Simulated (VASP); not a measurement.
# Na2F (P4/mmm) in VASP: notebook

Runs on Na2F. Level: PBE. Tasks: single point.

Everything below comes from runs of VASP 6.6.1. Logs are shortened: lines on timing, memory, paths and dates and some standing lists are left out, and cuts for length are marked.

### 1 The cell of the first run

Symmetry: P4/mmm, No. 123, tetragonal system. The conventional cell has a = 3.373 Å, b = 3.373 Å, c = 5.313 Å, α = 90.00°, β = 90.00°, γ = 90.00°. Within 3.5 Å of Na (site symmetry 4/mmm) lie 2 F at 2.66 Å and 4 Na at 3.37 Å. Na (site symmetry 4/mmm) has 4 F at 2.39 Å within 3.2 Å. F (site symmetry 4/mmm) has 6 Na at 2.39 to 2.66 Å within 3.2 Å.

### 2 Single point, PBE

INCAR

```
PREC = Accurate ; ENCUT = 520
EDIFF = 1E-6 ; ISMEAR = 0
SIGMA = 0.1 ; LREAL = F
LASPH = T ; NELM = 60
ALGO = Normal ; ISIF = 2
LWAVE = F ; LCHARG = F
GGA = PE ; NBANDS = 18
```

KPOINTS

```
Automatic mesh
0
Gamma
  14 14 10
```

POSCAR

```
Na2F
1.0
    3.3734618920      0.0000000000      0.0000000000
    0.0000000000      3.3734618920      0.0000000000
    0.0000000000      0.0000000000      5.3129848203
Na F
2 1
Direct
    0.0000000000      0.0000000000      0.0000000000
    0.5000000000      0.5000000000      0.5000000000
    0.0000000000      0.0000000000      0.5000000000
```

Potentials or basis: VASP PAW PBE potentials, release 64 (Na_pv, F).

Started as:

```sh
$ cat potpaw_PBE.64/Na_pv/POTCAR potpaw_PBE.64/F/POTCAR > POTCAR
$ mpirun -np 1 vasp_std > vasp.out
```

OUTCAR:

```text
PREC = Accurate
   ENCUT = 520
   EDIFF = 1E-6
   ISMEAR = 0
   LREAL = F
   LASPH = T
   NELM = 60
   ISIF = 2
   GGA = PE

 ion  position               nearest neighbor table
   1  0.000  0.000  0.000-
   2  0.500  0.500  0.500-
   3  0.000  0.000  0.500-

  LATTYP: Found a simple tetragonal cell.
 ALAT       =     3.3734618920
 C/A-ratio  =     1.5749354789

  Lattice vectors:

 A1 = (   3.3734618920,   0.0000000000,   0.0000000000)
 A2 = (   0.0000000000,   3.3734618920,   0.0000000000)
 A3 = (   0.0000000000,   0.0000000000,   5.3129848203)

Analysis of symmetry for initial positions (statically):
=====================================================================
 Subroutine PRICEL returns:
 Original cell was already a primitive cell.

 Routine SETGRP: Setting up the symmetry group for a
 simple tetragonal supercell.

 Subroutine GETGRP returns: Found 16 space group operations
 (whereof 16 operations were pure point group operations)
 out of a pool of 16 trial point group operations.

The static configuration has the point symmetry D_4h.

Analysis of symmetry for dynamics (positions and initial velocities):
=====================================================================
 Subroutine PRICEL returns:
 Original cell was already a primitive cell.

 Routine SETGRP: Setting up the symmetry group for a
 simple tetragonal supercell.

 Subroutine GETGRP returns: Found 16 space group operations
 (whereof 16 operations were pure point group operations)
 out of a pool of 16 trial point group operations.

The dynamic configuration has the point symmetry D_4h.

 Subroutine INISYM returns: Found 16 space group operations
 (whereof 16 operations are pure point group operations),
 and found     1 'primitive' translations

----------------------------------------------------------------------------------------

                                     Primitive cell

  volume of cell :      60.4631

  direct lattice vectors                    reciprocal lattice vectors
     3.373461892  0.000000000  0.000000000     0.296431391  0.000000000  0.000000000
     0.000000000  3.373461892  0.000000000     0.000000000  0.296431391  0.000000000
     0.000000000  0.000000000  5.312984820     0.000000000  0.000000000  0.188218117

  length of vectors
     3.373461892  3.373461892  5.312984820     0.296431391  0.296431391  0.188218117

  position of ions in fractional coordinates (direct lattice)
     0.000000000  0.000000000  0.000000000
     0.500000000  0.500000000  0.500000000
     0.000000000  0.000000000  0.500000000

  ion indices of the primitive-cell ions
   primitive index   ion index
                 1           1
                 2           2
                 3           3

----------------------------------------------------------------------------------------

 KPOINTS: Automatic mesh

Automatic generation of k-mesh.
 Grid dimensions read from file:
 generate k-points for:   14   14   10

 Generating k-lattice:

  Cartesian coordinates                     Fractional coordinates (reciprocal lattice)
     0.021173671  0.000000000  0.000000000     0.071428571  0.000000000  0.000000000
     0.000000000  0.021173671  0.000000000     0.000000000  0.071428571  0.000000000
     0.000000000  0.000000000  0.018821812     0.000000000  0.000000000  0.100000000

  Length of vectors
     0.021173671  0.021173671  0.018821812

  Shift w.r.t. Gamma in fractional coordinates (k-lattice)
     0.000000000  0.000000000  0.000000000

 Subroutine IBZKPT returns following result:
 ===========================================

 Found    216 irreducible k-points:

 Following reciprocal coordinates:
            Coordinates               Weight
  0.000000  0.000000  0.000000      1.000000
  0.071429  0.000000  0.000000      4.000000
  0.142857  0.000000  0.000000      4.000000
  0.214286  0.000000  0.000000      4.000000
  0.285714  0.000000  0.000000      4.000000
  0.357143  0.000000  0.000000      4.000000
[... 16 lines left out ...]
  0.285714  0.214286  0.000000      8.000000
  0.357143  0.214286  0.000000      8.000000
 [... further k-points ...]
   k-points           NKPTS =    216   k-points in BZ     NKDIM =    216   number of bands    NBANDS=     18
   number of dos      NEDOS =    301   number of ions     NIONS =      3
   total plane-waves  NPLWV =  31360
   dimension x,y,z NGX =    28 NGY =   28 NGZ =   40
   dimension x,y,z NGXF=    56 NGYF=   56 NGZF=   80
   ions per type =               2   1
   NGX,Y,Z   is equivalent  to a cutoff of  13.80, 13.80, 12.52 a.u.
   NGXF,Y,Z  is equivalent  to a cutoff of  27.60, 27.60, 25.03 a.u.
 SYSTEM =  unknown system
   PREC   = accura    normal or accurate (medium, high low for compatibility)
   ISTART =      0    job   : 0-new  1-cont  2-samecut
   ICHARG =      2    charge: 1-file 2-atom 10-const
   ISPIN  =      1    spin polarized calculation?
   LNONCOLLINEAR =      F non collinear calculations
   LSORBIT =      F    spin-orbit coupling
   LASPH  =      T    aspherical Exc in radial PAW
   ENCUT  =  520.0 eV  38.22 Ry    6.18 a.u.   6.27  6.27  9.88*2*pi/ulx,y,z
   NELM   =     60;   NELMIN=  2; NELMDL= -5     # of ELM steps
   EDIFF  = 0.1E-05   stopping-criterion for ELM
   LREAL  =      F    real-space projection
   EDIFFG = 0.1E-04   stopping-criterion for IOM
   NSW    =      0    number of steps for IOM
   IBRION =     -1    ionic relax: 0-MD 1-quasi-New 2-CG
   NFREE  =      0    steps in history (QN), initial steepest desc. (CG)
   ISIF   =      2    stress and relaxation
   ISYM   =      2    0-nonsym 1-usesym 2-fastsym
   POTIM  = 0.5000    time-step for ionic-motion
   TEBEG  =    0.0;   TEEND  =   0.0 temperature during run
   PSTRESS=    0.0 pullay stress
   NELECT =      21.0000    total number of electrons
   NUPDOWN=      -1.0000    fix difference up-down
   EMIN   =  10.00;   EMAX   =-10.00  energy-range for DOS
   EFERMI =   0.00;   METHOD = LEGACY
   ISMEAR =     0;   SIGMA  =   0.10  broadening in eV -4-tet -1-fermi 0-gaus
   EFERMI_NEDOS =   21; number of points for ismear=-14 and -15
   IALGO  =     38    algorithm
   IMIX   =      4    mixing-type and parameters
     AMIX     =   0.40;   BMIX     =  1.00
     AMIX_MAG =   1.60;   BMIX_MAG =  1.00
  volume/ion in A,a.u.               =      20.15       136.01
  Fermi-wavevector in a.u.,A,eV,Ry     =   1.150759  2.174620 18.017477  1.324247
  Thomas-Fermi vector in A             =   2.287421
   LORBIT       =      0    0 simple, 1 ext, 2 COOP (PROOUT), +10 PAW based schemes
   GGA     = PE    functional components
   LHFCALC =     F    Hartree Fock is set to
   AEXX    =    0.0000 exact exchange contribution
   IVDW    =     0    specifies the selected vdW correction
   LEPSILON=     F    determine dielectric tensor
   LRPA    =     F    only Hartree local field effects (RPA)
 non-spin polarized calculation
 Gauss-broadening in eV      SIGMA  =   0.10
  energy-cutoff  :      520.00
  volume of cell :       60.46
 maximum number of plane-waves:      1644
 NGX is ok and might be reduce to    28
   NGX = 13   NGY = 13   NGZ = 19

 number of electron      20.9999982 magnetization

 Free energy of the ion-electron system (eV)
  ---------------------------------------------------
  ext. energy  EPLUGINS =         0.00000000
  ---------------------------------------------------
  free energy    TOTEN  =        -9.38744425 eV

  energy without entropy =       -9.38491537  energy(sigma->0) =       -9.38617981

 E-fermi :   1.6422     XC(G=0):  -7.6910

 val. band max:        1.6183998639   @ k =   0.2857   0.2857   0.2000
 cond. band min:       1.6446052431   @ k =   0.3571   0.2143   0.1000
 fundamental gap:      0.0262053792
 Fermi energy:         1.6422068713

 k-point     1 :       0.0000    0.0000    0.0000
  band No.  band energies     occupation
      1     -23.3078      2.00000
      2     -23.3078      2.00000
      3     -23.3009      2.00000
      4     -22.9244      2.00000
      5     -22.8036      2.00000
      6     -22.8036      2.00000
[... 10 lines left out ...]
     17      13.7742      0.00000
     18      13.8817      0.00000

 k-point     2 :       0.0714    0.0000    0.0000
  band No.  band energies     occupation
      1     -23.3105      2.00000
      2     -23.3076      2.00000
      3     -23.3005      2.00000
      4     -22.9242      2.00000
      5     -22.8248      2.00000
      6     -22.8032      2.00000
[... 10 lines left out ...]
     17      13.4890      0.00000
     18      13.7363      0.00000

 k-point     3 :       0.1429    0.0000    0.0000
  band No.  band energies     occupation
      1     -23.3179      2.00000
      2     -23.3069      2.00000
      3     -23.2993      2.00000
      4     -22.9237      2.00000
      5     -22.8784      2.00000
      6     -22.8019      2.00000
[... 10 lines left out ...]
     17      12.2296      0.00000
     18      13.5782      0.00000

 k-point     4 :       0.2143    0.0000    0.0000
  band No.  band energies     occupation
      1     -23.3287      2.00000
      2     -23.3060      2.00000
      3     -23.2976      2.00000
      4     -22.9450      2.00000
      5     -22.9230      2.00000
      6     -22.8000      2.00000
[... 375 lines left out ...]
      4     -22.9621      2.00000
      5     -22.9213      2.00000
      6     -22.8228      2.00000
[... 10 lines left out ...]
     17      12.7447      0.00000
     18      12.8181      0.00000

 k-point    23 :       0.2857    0.2143    0.0000
  band No.  band energies     occupation
      1     -23.3384      2.00000
      2     -23.3254      2.00000
      3     -23.2932      2.00000
      4     -22.9802      2.00000
      5     -22.9203      2.00000
      6     -22.8249      2.00000
[... 10 lines left out ...]
     17      12.6011      0.00000
     18      12.6910      0.00000

 k-point    24 :       0.3571    0.2143    0.0000
  band No.  band energies     occupation
      1     -23.3489      2.00000
      2     -23.3244      2.00000
      3     -23.2917      2.00000
      4     -22.9997      2.00000
      5     -22.9194      2.00000
      6     -22.8224      2.00000
[... 10 lines left out ...]
     17      12.0976      0.00000
     18      12.7057      0.00000

 [... further k-points ...]
[... 5 lines left out ...]
  --------------------------------------------------------------------------------------
  -------------------------------------------------------------------------------------
  Total       -0.0253825     -0.0253825     -0.0260866      0.0000000     -0.0000000      0.0000000
  in kB       -0.6725955     -0.6725955     -0.6912540      0.0000000     -0.0000000      0.0000000
  external PRESSURE =      -0.6788150 kB  Pullay stress =       0.0000000 kB

 VOLUME and BASIS-vectors are now :
 -----------------------------------------------------------------------------
  energy-cutoff  :      520.00
  volume of cell :       60.46
      direct lattice vectors                 reciprocal lattice vectors
     3.373461892  0.000000000  0.000000000     0.296431391  0.000000000  0.000000000
     0.000000000  3.373461892  0.000000000     0.000000000  0.296431391  0.000000000
     0.000000000  0.000000000  5.312984820     0.000000000  0.000000000  0.188218117

 POSITION                                       TOTAL-FORCE (eV/Angst)
 -----------------------------------------------------------------------------------
      0.00000      0.00000      0.00000         0.000000      0.000000      0.000000
      1.68673      1.68673      2.65649         0.000000      0.000000      0.000000
      0.00000      0.00000      2.65649         0.000000      0.000000      0.000000
 -----------------------------------------------------------------------------------
    total drift:                                0.000000      0.000000      0.000000

  FREE ENERGIE OF THE ION-ELECTRON SYSTEM (eV)
  ---------------------------------------------------
  free  energy   TOTEN  =        -9.3874442453 eV

  energy  without entropy=       -9.3849153720  energy(sigma->0) =       -9.38617981
```

It took 74 s on 1 thread of Intel Xeon 6975P-C (Granite Rapids), shared host; peak memory 0.31 GiB.

Results:

```
Free energy : -9.3874 eV
Pressure    : -0.1 GPa
```

Caveat: an odd number of electrons without spin polarisation forces a metal; a magnetic or distorted state may lie lower.

### 3 Single point, PBE

INCAR

```
SYSTEM = Na2F
ALGO     = Normal         ! electronic algorithm
EDIFF    = 1E-6           ! SCF threshold, eV
ENCUT    = 520            ! plane-wave cutoff, eV
GGA      = PE             ! functional
ISIF     = 2              ! what is computed and relaxed
ISMEAR   = 0              ! smearing method
LASPH    = .True.         ! aspherical terms in the spheres
LCHARG   = .False.        ! write CHGCAR
LREAL    = .False.        ! projectors in reciprocal space
LWAVE    = .False.        ! write WAVECAR
NBANDS   = 18             ! bands
NELM     = 80             ! most SCF steps
PREC     = Accurate       ! precision mode
SIGMA    = 0.1            ! smearing width, eV
```

KPOINTS

```
k-points
0
Gamma
  14 14 10
  0 0 0
```

POSCAR is that of step 2.

Potentials or basis: VASP PAW PBE potentials, release 64 (Na_pv, F).

Started as:

```sh
$ cat potpaw_PBE.64/Na_pv/POTCAR potpaw_PBE.64/F/POTCAR > POTCAR
$ mpirun -np 1 vasp_std > vasp.out
```

OUTCAR:

```text
SYSTEM = Na2F
   EDIFF = 1E-6
   ENCUT = 520
   GGA = PE
   ISIF = 2
   ISMEAR = 0
   LASPH = .True.
   LREAL = .False.
   NELM = 80
   PREC = Accurate

 ion  position               nearest neighbor table
   1  0.000  0.000  0.000-
   2  0.500  0.500  0.500-
   3  0.000  0.000  0.500-

  LATTYP: Found a simple tetragonal cell.
 ALAT       =     3.3734618920
 C/A-ratio  =     1.5749354789

  Lattice vectors:

 A1 = (   3.3734618920,   0.0000000000,   0.0000000000)
[... 194 lines left out ...]
      6     -22.8036      2.00000
[... 481 lines left out ...]
      5     -22.9194      2.00000
      6     -22.8224      2.00000
[... 10 lines left out ...]
     17      12.0976      0.00000
     18      12.7057      0.00000

 [... further k-points ...]
[... 5 lines left out ...]
  --------------------------------------------------------------------------------------
  -------------------------------------------------------------------------------------
  Total       -0.0253825     -0.0253825     -0.0260866      0.0000000     -0.0000000      0.0000000
  in kB       -0.6725955     -0.6725955     -0.6912540      0.0000000     -0.0000000      0.0000000
  external PRESSURE =      -0.6788150 kB  Pullay stress =       0.0000000 kB

 VOLUME and BASIS-vectors are now :
 -----------------------------------------------------------------------------
  energy-cutoff  :      520.00
  volume of cell :       60.46
      direct lattice vectors                 reciprocal lattice vectors
     3.373461892  0.000000000  0.000000000     0.296431391  0.000000000  0.000000000
     0.000000000  3.373461892  0.000000000     0.000000000  0.296431391  0.000000000
     0.000000000  0.000000000  5.312984820     0.000000000  0.000000000  0.188218117

 POSITION                                       TOTAL-FORCE (eV/Angst)
 -----------------------------------------------------------------------------------
      0.00000      0.00000      0.00000         0.000000      0.000000      0.000000
      1.68673      1.68673      2.65649         0.000000      0.000000      0.000000
      0.00000      0.00000      2.65649         0.000000      0.000000      0.000000
 -----------------------------------------------------------------------------------
    total drift:                                0.000000      0.000000      0.000000

  FREE ENERGIE OF THE ION-ELECTRON SYSTEM (eV)
  ---------------------------------------------------
  free  energy   TOTEN  =        -9.3874442453 eV

  energy  without entropy=       -9.3849153720  energy(sigma->0) =       -9.38617981
```

It took 72 s on 1 thread of Intel Xeon 6975P-C (Granite Rapids), shared host; peak memory 0.3 GiB.

What came out:

```yaml
Free_energy: -9.3874 eV
Pressure: -0.1 GPa
```

Caveat: an odd number of electrons without spin polarisation forces a metal; a magnetic or distorted state may lie lower.
